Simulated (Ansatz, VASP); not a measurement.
**CdS in VASP and in Ansatz**

```
CELL_PARAMETERS angstrom
0.00000 2.52285 2.52285
2.52285 0.00000 2.52285
2.52285 2.52285 0.00000
ATOMIC_POSITIONS crystal
Cd 0.00000 0.00000 0.00000
S 0.50000 0.50000 0.50000
```

Alike in both runs: task relaxation of cell and atoms; functional PBE; k mesh 14 × 14 × 14; occupations fermi-dirac, width 0.08 eV; no spin polarisation.

```csv
,VASP,Ansatz
version,VASP 6.6.1,Ansatz 0.2.0
potentials or method,"VASP PAW PBE potentials, release 64 (Cd, S)","PAW with Ansatz's default frozen-core files, scalar-relativistic"
plane-wave cutoff (eV),600,420
valence electrons in the cell,18,26
```

```tsv
	VASP	Ansatz	Ansatz less VASP
relaxed volume (Å³/atom)	20.84	20.74	-0.106
relaxed cell length with the largest relative difference (Å)	3.892	3.885	-0.0066
```

VASP's potentials hold 18 valence electrons a cell and Ansatz's 26, so a difference there can come from the potentials and not from the codes.

Noted on VASP's run: the volume moved by over 15 % at a fixed basis, so the end points are rough.
